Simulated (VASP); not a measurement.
Runs of VASP 6.6.1 on Se. The structure is that of space group P3_121 (No. 152), or close to it. The cells are those of the table. 

| task | level | cell | k mesh | cutoff (eV) | smearing | gap on the mesh (eV) | pressure (GPa) | largest force (eV/Å) |
| --- | --- | --- | --- | --- | --- | --- | --- | --- |
| single point | PBEsol | a = 4.366, b = 4.366, c = 4.954 Å, angles 90.0, 90.0, 120.0°, 3 atoms | 4 × 4 × 4 | 520 | fermi-dirac 0.03 eV | 1.13 | 0.4 | 0.33 |
| single point | PBE | a = 4.366, b = 4.366, c = 4.855 Å, angles 90.0, 90.0, 120.0°, 3 atoms | 6 × 6 × 5 | 520 | fermi-dirac 0.05 eV | 1.27 | 4.7 | 0.70 |
| relaxation of cell and atoms | PBE | relaxed from a = 4.366, b = 4.366, c = 4.954 Å, angles 90.0, 90.0, 120.0°, 3 atoms | 7 × 7 × 6 | 600 | fermi-dirac 0.05 eV | 1.19 | 0.0 | - |
| single point | PBE | a = 3.916, b = 3.916, c = 5.148 Å, angles 90.0, 90.0, 120.0°, 3 atoms | 7 × 7 × 6 | 520 | fermi-dirac 0.05 eV | 0.85 | 5.1 | (b) |
| single point | PBE | a = 4.366, b = 4.366, c = 4.755 Å, angles 90.0, 90.0, 120.0°, 3 atoms | 6 × 6 × 5 | 520 | fermi-dirac 0.05 eV | 1.22 | (a) | 0.99 |

Alike in all rows: potentials or basis VASP PAW PBE potentials, release 64 (Se); no spin polarisation.

Question: Fill in the values left out.

Answer: (a) 6.7; (b) 0.02.

Caveats: the PAW data sets were made with another functional, which shifts forces and pressure a little (some runs).

A k mesh can miss the band edges, and the runs leave out spin-orbit coupling on Se.
